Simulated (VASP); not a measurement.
A run of VASP 6.6.1 is set up as follows.

The input INCAR:

```
SYSTEM = SiO2
PREC = Accurate ; ENCUT = 520
EDIFF = 1E-8 ; ISMEAR = -1
SIGMA = 0.03 ; LREAL = .False.
LASPH = .True. ; NELM = 60
ALGO = Normal ; ISIF = 2
LWAVE = .False. ; LCHARG = .False.
GGA = PE ; LEFG = .True.
NBANDS = 25
```

File KPOINTS:

```
regular mesh
0
Gamma
  6 6 9
  0 0 0
```

File POSCAR:

```
SiO2
1.0
    4.1236052368      0.0000000000      0.0000000000
    0.0000000000      4.1236052368      0.0000000000
    0.0000000000      0.0000000000      2.6317442288
Si O
2 4
Direct
    0.0000000000      0.0000000000      0.0000000000
    0.5000000000      0.5000000000      0.5000000000
    0.3067000000      0.3067000000      0.0000000000
    0.1933000000      0.8067000000      0.5000000000
    0.6933000000      0.6933000000      0.0000000000
    0.8067000000      0.1933000000      0.5000000000
```

Potentials or basis: VASP PAW PBE potentials, release 64 (Si, O).

Command:

```bash
$ cat potpaw_PBE.64/Si/POTCAR potpaw_PBE.64/O/POTCAR > POTCAR
$ mpirun -np 1 vasp_std > vasp.out
```

(1) Estimate the band gap on the k mesh.

(2) What does it give for the pressure?

Answers

(1) 6.37 eV, direct.

(2) 26.3 GPa.

Caveat: without QUAD_EFG the Cq values of the log hold for a quadrupole moment of 1 mb, not for the nuclei.
